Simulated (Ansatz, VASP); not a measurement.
PbSe: VASP beside Ansatz

Contents of POSCAR:

```
PbSe
1.0
    0.0000000000      3.0896680722      3.0896680722
    3.0896680722      0.0000000000      3.0896680722
    3.0896680722      3.0896680722      0.0000000000
Pb Se
1 1
Direct
    0.0000000000      0.0000000000      0.0000000000
    0.5000000000      0.5000000000      0.5000000000
```

The input INCAR.step1:

```
  PREC = Accurate
  ENCUT = 550
  ISMEAR = 0
  SIGMA = 0.02
  LREAL = False
  LASPH = True
  NELM = 120
  NBANDS = 17
  GGA = PE
  ALGO = Normal
  EDIFF = 1E-5
  LWAVE = True
  LCHARG = False
  GGA_COMPAT = False
```

INCAR.step2

```
  PREC = Accurate
  ENCUT = 550
  EDIFF = 1E-6
  ISMEAR = 0
  SIGMA = 0.02
  LREAL = False
  LASPH = True
  NELM = 120
  ALGO = Normal
  ISIF = 2
  LWAVE = False
  LCHARG = True
  METAGGA = R2SCAN
  LMIXTAU = True
  LELF = True
  LVHAR = True
  NBANDS = 17
  ISTART = 1
  GGA_COMPAT = False
```

KPOINTS

```
Automatic mesh
0
Gamma
  10 10 10
```

Input for Ansatz:

```yaml
crystal:
  lattice:
    - [0.0, 3.0896680722, 3.0896680722]
    - [3.0896680722, 0.0, 3.0896680722]
    - [3.0896680722, 3.0896680722, 0.0]
  atoms:
    - { symbol: Pb, position: [0.0, 0.0, 0.0] }
    - { symbol: Se, position: [0.5, 0.5, 0.5] }
basis:
  ecutwfc: 500
kpoints:
  mp_grid: { grid: [10, 10, 10] }
  band_path: { path: [VBM, CBM], npoints: 2 }
hamiltonian:
  xc: r2scan
scf:
  occupations: { method: gaussian, width: 0.02 }
output:
  forces: false
  stress: false
  eigenvalues: true
checkpoint:
  read: start.run
  write: ck
  compress: false
  write_wavefunctions: false
  write_every: 100000
```

Alike in both runs: task single point; functional r2SCAN; k mesh 10 × 10 × 10; occupations gaussian, width 0.02 eV; no spin polarisation.

|  | VASP | Ansatz |
| --- | --- | --- |
| version | VASP 6.6.1 | Ansatz 0.2.0 |
| potentials or method | VASP PAW PBE potentials, release 64 (Pb_d, Se), cutoff 550 eV | scalar-relativistic, plane waves, PAW |
| valence electrons in the cell | 20 | 30 |

```tsv
	VASP	Ansatz	Ansatz less VASP
gap on the k mesh at the Fermi level (eV)	0.67	0.67	-0.006
least direct gap on the mesh (eV)	0.67	0.67	-0.006
```

VASP's potentials were made for PBE, not for r2SCAN. VASP's potentials hold 20 valence electrons a cell and Ansatz's 30, so a difference there can come from the potentials and not from the codes.

Spin-orbit coupling is off throughout.
